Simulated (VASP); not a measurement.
# KYSi4 (P4_2/mmc) in VASP: single point with PBE+D3(BJ)

Aim: the single point of KYSi4 with PBE+D3(BJ).

Program: VASP 6.6.1. These are calculated values, not measurements. Logs are shortened: lines on timing, memory, paths and dates and some standing lists are left out, and cuts for length are marked.

## 1. The cell of the first run

It takes space group P4_2/mmc (No. 131, tetragonal). Conventional cell: a = 4.232 Å, b = 4.232 Å, c = 13.643 Å, α = 90.00°, β = 90.00°, γ = 90.00°. K (site symmetry mmm) has 12 Si at 3.11 to 3.23 Å and 4 Y at 4.01 Å within 4.1 Å. Within 4.0 Å of Y (site symmetry -4m2) lie 12 Si at 3.05 to 3.20 Å. Within 3.1 Å of Si (site symmetry 2mm) lie 3 Si at 2.37 to 2.42 Å and 2 Y at 3.05 Å. Within 3.0 Å of Si (site symmetry 2mm) lie 3 Si at 2.26 to 2.37 Å.

## 2. Single point, PBE+D3(BJ)

The input, INCAR:

```
ALGO = Normal
EDIFF = 1E-7
ENCUT = 520
GGA = PE
ISIF = 2
ISMEAR = 0
IVDW = 12
LASPH = T
LCHARG = F
LREAL = F
LWAVE = F
NBANDS = 48
NELM = 100
PREC = Accurate
SIGMA = 0.1
```

The input, KPOINTS:

```
k-points
0
Gamma
  4 4 2
```

The input, POSCAR:

```
KYSi4
1.0
    4.2318556535      0.0000000000      0.0000000000
    0.0000000000      4.2318556535      0.0000000000
    0.0000000000      0.0000000000     13.6428245758
K Y Si
2 2 8
Direct
    0.0000000000      0.5000000000      0.0000000000
    0.5000000000      0.0000000000      0.5000000000
    0.0000000000      0.0000000000      0.2500000000
    0.0000000000      0.0000000000      0.7500000000
    0.5000000000      0.0000000000      0.0885968706
    0.0000000000      0.5000000000      0.5885968706
    0.0000000000      0.5000000000      0.4114031294
    0.5000000000      0.0000000000      0.9114031294
    0.5000000000      0.5000000000      0.3327162869
    0.5000000000      0.5000000000      0.8327162869
    0.5000000000      0.5000000000      0.1672837131
    0.5000000000      0.5000000000      0.6672837131
```

Potentials or basis: VASP PAW PBE potentials, release 64 (K_sv, Y_sv, Si).

Launch:

```sh
$ cat potpaw_PBE.64/K_sv/POTCAR potpaw_PBE.64/Y_sv/POTCAR potpaw_PBE.64/Si/POTCAR > POTCAR
$ mpirun -np 1 vasp_std > vasp.out
```

OUTCAR:

```text
EDIFF = 1E-7
   ENCUT = 520
   GGA = PE
   ISIF = 2
   ISMEAR = 0
   IVDW = 12
   LASPH = T
   LREAL = F
   NELM = 100
   PREC = Accurate
 IVDW          = 12

 ion  position               nearest neighbor table
   1  0.000  0.500  0.000-  10 3.11  11 3.11  10 3.11  11 3.11   5 3.23   8 3.23   5 3.23   8 3.23
                             5 3.23   8 3.23   5 3.23   8 3.23   3 4.01   4 4.01   3 4.01   4 4.01
   2  0.500  0.000  0.500-   9 3.11  12 3.11   9 3.11  12 3.11   6 3.23   7 3.23   6 3.23   7 3.23
                             6 3.23   7 3.23   6 3.23   7 3.23   3 4.01   4 4.01   3 4.01   4 4.01
   3  0.000  0.000  0.250-   5 3.05   7 3.05   7 3.05   5 3.05   9 3.20   9 3.20  11 3.20  11 3.20
                             9 3.20  11 3.20   9 3.20  11 3.20   2 4.01   1 4.01   2 4.01   1 4.01
   4  0.000  0.000  0.750-   6 3.05   8 3.05   6 3.05   8 3.05  10 3.20  10 3.20  12 3.20  12 3.20
                            10 3.20  12 3.20  10 3.20  12 3.20   2 4.01   1 4.01   2 4.01   1 4.01
   5  0.500  0.000  0.089-  11 2.37  11 2.37   8 2.42   3 3.05   3 3.05   1 3.23   1 3.23   1 3.23
                             1 3.23
   6  0.000  0.500  0.589-  12 2.37  12 2.37   7 2.42   4 3.05   4 3.05   2 3.23   2 3.23   2 3.23
                             2 3.23
   7  0.000  0.500  0.411-   9 2.37   9 2.37   6 2.42   3 3.05   3 3.05   2 3.23   2 3.23   2 3.23
                             2 3.23
   8  0.500  0.000  0.911-  10 2.37  10 2.37   5 2.42   4 3.05   4 3.05   1 3.23   1 3.23   1 3.23
                             1 3.23
   9  0.500  0.500  0.333-  11 2.26   7 2.37   7 2.37   2 3.11   2 3.11   3 3.20   3 3.20   3 3.20
                             3 3.20
  10  0.500  0.500  0.833-  12 2.26   8 2.37   8 2.37   1 3.11   1 3.11   4 3.20   4 3.20   4 3.20
                             4 3.20
  11  0.500  0.500  0.167-   9 2.26   5 2.37   5 2.37   1 3.11   1 3.11   3 3.20   3 3.20   3 3.20
                             3 3.20
  12  0.500  0.500  0.667-  10 2.26   6 2.37   6 2.37   2 3.11   2 3.11   4 3.20   4 3.20   4 3.20
                             4 3.20

  LATTYP: Found a simple tetragonal cell.
 ALAT       =     4.2318556535
 C/A-ratio  =     3.2238397745

  Lattice vectors:

 A1 = (   4.2318556535,   0.0000000000,   0.0000000000)
 A2 = (   0.0000000000,   4.2318556535,   0.0000000000)
 A3 = (   0.0000000000,   0.0000000000,  13.6428245758)

Analysis of symmetry for initial positions (statically):
=====================================================================
 Subroutine PRICEL returns:
 Original cell was already a primitive cell.

 Routine SETGRP: Setting up the symmetry group for a
 simple tetragonal supercell.

 Subroutine GETGRP returns: Found 16 space group operations
 (whereof  8 operations were pure point group operations)
 out of a pool of 16 trial point group operations.

The static configuration has the point symmetry D_2h.
 The point group associated with its full space group is D_4h.

Analysis of symmetry for dynamics (positions and initial velocities):
=====================================================================
 Subroutine PRICEL returns:
 Original cell was already a primitive cell.

 Routine SETGRP: Setting up the symmetry group for a
 simple tetragonal supercell.

 Subroutine GETGRP returns: Found 16 space group operations
 (whereof  8 operations were pure point group operations)
 out of a pool of 16 trial point group operations.

The dynamic configuration has the point symmetry D_2h.
 The point group associated with its full space group is D_4h.

 Subroutine INISYM returns: Found 16 space group operations
 (whereof  8 operations are pure point group operations),
 and found     1 'primitive' translations

----------------------------------------------------------------------------------------

                                     Primitive cell

  volume of cell :     244.3239

  direct lattice vectors                    reciprocal lattice vectors
     4.231855654  0.000000000  0.000000000     0.236302956  0.000000000  0.000000000
     0.000000000  4.231855654  0.000000000     0.000000000  0.236302956  0.000000000
     0.000000000  0.000000000 13.642824576     0.000000000  0.000000000  0.073298604

  length of vectors
     4.231855654  4.231855654 13.642824576     0.236302956  0.236302956  0.073298604

  position of ions in fractional coordinates (direct lattice)
     0.000000000  0.500000000  0.000000000
     0.500000000  0.000000000  0.500000000
     0.000000000  0.000000000  0.250000000
     0.000000000  0.000000000  0.750000000
     0.500000000  0.000000000  0.088596871
     0.000000000  0.500000000  0.588596871
     0.000000000  0.500000000  0.411403129
     0.500000000  0.000000000  0.911403129
     0.500000000  0.500000000  0.332716287
     0.500000000  0.500000000  0.832716287
     0.500000000  0.500000000  0.167283713
     0.500000000  0.500000000  0.667283713

  ion indices of the primitive-cell ions
   primitive index   ion index
                 1           1
                 2           2
                 3           3
                 4           4
                 5           5
                 6           6
                 7           7
                 8           8
                 9           9
                10          10
                11          11
                12          12

----------------------------------------------------------------------------------------

 KPOINTS: k-points

Automatic generation of k-mesh.
 Grid dimensions read from file:
 generate k-points for:    4    4    2

 Generating k-lattice:

  Cartesian coordinates                     Fractional coordinates (reciprocal lattice)
     0.059075739  0.000000000  0.000000000     0.250000000  0.000000000  0.000000000
     0.000000000  0.059075739  0.000000000     0.000000000  0.250000000  0.000000000
     0.000000000  0.000000000  0.036649302     0.000000000  0.000000000  0.500000000

  Length of vectors
     0.059075739  0.059075739  0.036649302

  Shift w.r.t. Gamma in fractional coordinates (k-lattice)
     0.000000000  0.000000000  0.000000000

 Subroutine IBZKPT returns following result:
 ===========================================

 Found     12 irreducible k-points:

 Following reciprocal coordinates:
            Coordinates               Weight
  0.000000  0.000000  0.000000      1.000000
  0.250000  0.000000  0.000000      4.000000
  0.500000  0.000000  0.000000      2.000000
  0.250000  0.250000  0.000000      4.000000
  0.500000  0.250000  0.000000      4.000000
  0.500000  0.500000  0.000000      1.000000
  0.000000  0.000000  0.500000      1.000000
  0.250000  0.000000  0.500000      4.000000
  0.500000  0.000000  0.500000      2.000000
  0.250000  0.250000  0.500000      4.000000
  0.500000  0.250000  0.500000      4.000000
  0.500000  0.500000  0.500000      1.000000
   k-points           NKPTS =     12   k-points in BZ     NKDIM =     12   number of bands    NBANDS=     48
   number of dos      NEDOS =    301   number of ions     NIONS =     12
   total plane-waves  NPLWV = 110592
   dimension x,y,z NGX =    32 NGY =   32 NGZ =  108
   dimension x,y,z NGXF=    64 NGYF=   64 NGZF=  216
   ions per type =               2   2   8
   NGX,Y,Z   is equivalent  to a cutoff of  12.57, 12.57, 13.16 a.u.
   NGXF,Y,Z  is equivalent  to a cutoff of  25.14, 25.14, 26.32 a.u.
 SYSTEM =  unknown system
   PREC   = accura    normal or accurate (medium, high low for compatibility)
   ISTART =      0    job   : 0-new  1-cont  2-samecut
   ICHARG =      2    charge: 1-file 2-atom 10-const
   ISPIN  =      1    spin polarized calculation?
   LNONCOLLINEAR =      F non collinear calculations
   LSORBIT =      F    spin-orbit coupling
   LASPH  =      T    aspherical Exc in radial PAW
   ENCUT  =  520.0 eV  38.22 Ry    6.18 a.u.   7.87  7.87 25.37*2*pi/ulx,y,z
   NELM   =    100;   NELMIN=  2; NELMDL= -5     # of ELM steps
   EDIFF  = 0.1E-06   stopping-criterion for ELM
   LREAL  =      F    real-space projection
   EDIFFG = 0.1E-05   stopping-criterion for IOM
   NSW    =      0    number of steps for IOM
   IBRION =     -1    ionic relax: 0-MD 1-quasi-New 2-CG
   NFREE  =      0    steps in history (QN), initial steepest desc. (CG)
   ISIF   =      2    stress and relaxation
   ISYM   =      2    0-nonsym 1-usesym 2-fastsym
   POTIM  = 0.5000    time-step for ionic-motion
   TEBEG  =    0.0;   TEEND  =   0.0 temperature during run
   PSTRESS=    0.0 pullay stress
   NELECT =      72.0000    total number of electrons
   NUPDOWN=      -1.0000    fix difference up-down
   EMIN   =  10.00;   EMAX   =-10.00  energy-range for DOS
   EFERMI =   0.00;   METHOD = LEGACY
   ISMEAR =     0;   SIGMA  =   0.10  broadening in eV -4-tet -1-fermi 0-gaus
   EFERMI_NEDOS =   21; number of points for ismear=-14 and -15
   IALGO  =     38    algorithm
   IMIX   =      4    mixing-type and parameters
     AMIX     =   0.40;   BMIX     =  1.00
     AMIX_MAG =   1.60;   BMIX_MAG =  1.00
  volume/ion in A,a.u.               =      20.36       137.40
  Fermi-wavevector in a.u.,A,eV,Ry     =   1.089424  2.058713 16.148006  1.186845
  Thomas-Fermi vector in A             =   2.225627
   LORBIT       =      0    0 simple, 1 ext, 2 COOP (PROOUT), +10 PAW based schemes
   GGA     = PE    functional components
   LHFCALC =     F    Hartree Fock is set to
   AEXX    =    0.0000 exact exchange contribution
   IVDW    =    12    specifies the selected vdW correction
   LEPSILON=     F    determine dielectric tensor
   LRPA    =     F    only Hartree local field effects (RPA)
 non-spin polarized calculation
 Gauss-broadening in eV      SIGMA  =   0.10
  energy-cutoff  :      520.00
  volume of cell :      244.32
 maximum number of plane-waves:      6612
 NGX is ok and might be reduce to    32
   NGX = 15   NGY = 15   NGZ = 51

 number of electron      72.0000003 magnetization

 Free energy of the ion-electron system (eV)
  ---------------------------------------------------
  ext. energy  EPLUGINS =         0.00000000
  ---------------------------------------------------
  free energy    TOTEN  =       -60.35992266 eV

  energy without entropy =      -60.33158806  energy(sigma->0) =      -60.34575536

 E-fermi :   5.6081     XC(G=0):  -9.9498

 val. band max:        5.6051520344   @ k =   0.5000   0.0000   0.5000
 cond. band min:       5.7418571792   @ k =   0.2500   0.0000   0.5000
 fundamental gap:      0.1367051449
 Fermi energy:         5.6080911568

 k-point     1 :       0.0000    0.0000    0.0000
  band No.  band energies     occupation
      1     -37.0369      2.00000
      2     -37.0369      2.00000
      3     -24.2727      2.00000
      4     -24.2726      2.00000
      5     -17.0510      2.00000
      6     -17.0510      2.00000
[... 40 lines left out ...]
     47       8.3163      0.00000
     48       8.3719      0.00000

 k-point     2 :       0.2500    0.0000    0.0000
  band No.  band energies     occupation
      1     -37.0355      2.00000
      2     -37.0355      2.00000
      3     -24.2687      2.00000
      4     -24.2679      2.00000
      5     -17.0921      2.00000
      6     -17.0921      2.00000
[... 40 lines left out ...]
     47       8.4641      0.00000
     48       8.8732      0.00000

 k-point     3 :       0.5000    0.0000    0.0000
  band No.  band energies     occupation
      1     -37.0341      2.00000
      2     -37.0341      2.00000
      3     -24.2647      2.00000
      4     -24.2631      2.00000
      5     -17.1326      2.00000
      6     -17.1325      2.00000
[... 448 lines left out ...]
     47       8.9074      0.00000
     48       9.2314      0.00000

 k-point    12 :       0.5000    0.5000    0.5000
  band No.  band energies     occupation
      1     -37.0315      2.00000
      2     -37.0315      2.00000
      3     -24.2559      2.00000
      4     -24.2559      2.00000
      5     -17.1162      2.00000
      6     -17.1162      2.00000
[... 40 lines left out ...]
     47       9.7631      0.00000
     48       9.7651      0.00000

------------------------ aborting loop because EDIFF is reached ----------------------------------------

 Edisp (eV)   -4.23532

 E8    (eV) :    -1.9335

  FORCE on cell =-STRESS in cart. coord.  units (eV):
  Direction    XX          YY          ZZ          XY          YZ          ZX
  --------------------------------------------------------------------------------------
  -------------------------------------------------------------------------------------
  Total       0.07443     0.07443    -0.07488     0.00000     0.00000     0.00000
  in kB       0.48807     0.48807    -0.49101     0.00000     0.00000     0.00000
  external pressure =        0.16 kB  Pullay stress =        0.00 kB

 VOLUME and BASIS-vectors are now :
 -----------------------------------------------------------------------------
  energy-cutoff  :      520.00
  volume of cell :      244.32
      direct lattice vectors                 reciprocal lattice vectors
     4.231855654  0.000000000  0.000000000     0.236302956  0.000000000  0.000000000
     0.000000000  4.231855654  0.000000000     0.000000000  0.236302956  0.000000000
     0.000000000  0.000000000 13.642824576     0.000000000  0.000000000  0.073298604

 POSITION                                       TOTAL-FORCE (eV/Angst)
 -----------------------------------------------------------------------------------
      0.00000      2.11593      0.00000         0.000000      0.000000     -0.000000
      2.11593      0.00000      6.82141         0.000000      0.000000     -0.000000
      0.00000      0.00000      3.41071        -0.000000      0.000000     -0.000000
      0.00000      0.00000     10.23212         0.000000      0.000000     -0.000000
      2.11593      0.00000      1.20871         0.000000      0.000000      0.000350
      0.00000      2.11593      8.03012         0.000000      0.000000      0.000350
      0.00000      2.11593      5.61270         0.000000      0.000000     -0.000350
      2.11593      0.00000     12.43411         0.000000      0.000000     -0.000350
      2.11593      2.11593      4.53919         0.000000     -0.000000     -0.025670
      2.11593      2.11593     11.36060         0.000000      0.000000     -0.025670
      2.11593      2.11593      2.28222        -0.000000      0.000000      0.025670
      2.11593      2.11593      9.10363         0.000000     -0.000000      0.025670
 -----------------------------------------------------------------------------------
    total drift:                                0.000000      0.000000      0.000000

  FREE ENERGIE OF THE ION-ELECTRON SYSTEM (eV)
  ---------------------------------------------------
  free  energy   TOTEN  =       -64.5952393429 eV

  energy  without entropy=      -64.5669047365  energy(sigma->0) =      -64.58107204
```

Wall time 2 min (1 thread of Intel Xeon 6975P-C (Granite Rapids), shared host); peak memory 0.41 GiB.

What came out:

```yaml
Free_energy: -64.5952 eV
Pressure: 0.0 GPa
Largest_force: 0.026 eV/Å
Band_gap_on_the_k_mesh: zero (band 36 reaches 5.78 eV, above the bottom of band 37 at 5.30 eV)
Dispersion_energy_per_atom: -0.353 eV
```

Forces on the atoms (eV/Å):
```
K    0.000  0.000  0.000
K    0.000  0.000  0.000
Y    0.000  0.000  0.000
Y    0.000  0.000  0.000
Si   0.000  0.000  0.000
Si   0.000  0.000  0.000
Si   0.000  0.000  0.000
Si   0.000  0.000  0.000
Si   0.000  0.000 -0.026
Si   0.000  0.000 -0.026
Si   0.000  0.000  0.026
Si   0.000  0.000  0.026
```

Caveat: the k points lie up to 0.37 Å⁻¹ apart; pairwise dispersion overbinds metals, which lowers pressure and volume.
